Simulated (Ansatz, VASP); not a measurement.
## Two plane-wave programs on MgPtS3

```
CELL_PARAMETERS angstrom
4.75573 0.00000 0.00000
0.00000 4.75573 0.00000
0.00000 0.00000 4.75573
ATOMIC_POSITIONS crystal
Mg 0.50000 0.50000 0.50000
Pt 0.00000 0.00000 0.00000
S 0.50000 0.00000 0.00000
S 0.00000 0.50000 0.00000
S 0.00000 0.00000 0.50000
```

Alike in both runs: functional PBE; k mesh 3 × 3 × 3; occupations gaussian, width 0.15 eV; no spin polarisation.

Ansatz relaxed the structure, and its values are those at the end. VASP's run is a single point on that final structure, the one shown.

|  | VASP | Ansatz |
| --- | --- | --- |
| version | VASP 6.6.1 | Ansatz 0.2.0 |
| potentials or method | VASP PAW PBE potentials, release 64 (Mg, Pt, S), cutoff 600 eV | scalar-relativistic, plane waves, PAW |
| valence electrons in the cell | 30 | 46 |

|  | VASP | Ansatz | Ansatz less VASP |
| --- | --- | --- | --- |
| gap on the k mesh at the Fermi level (eV) | none | none | - |
| pressure (GPa) | -0.1 | 0.0 | +0.14 |

A gap of «none» marks a metal or a gap that the smearing closes. VASP's potentials hold 30 valence electrons a cell and Ansatz's 46, so a difference there can come from the potentials and not from the codes.

The k mesh is coarse, so the values compare programs but aren't converged. Neither program's run includes spin-orbit coupling.
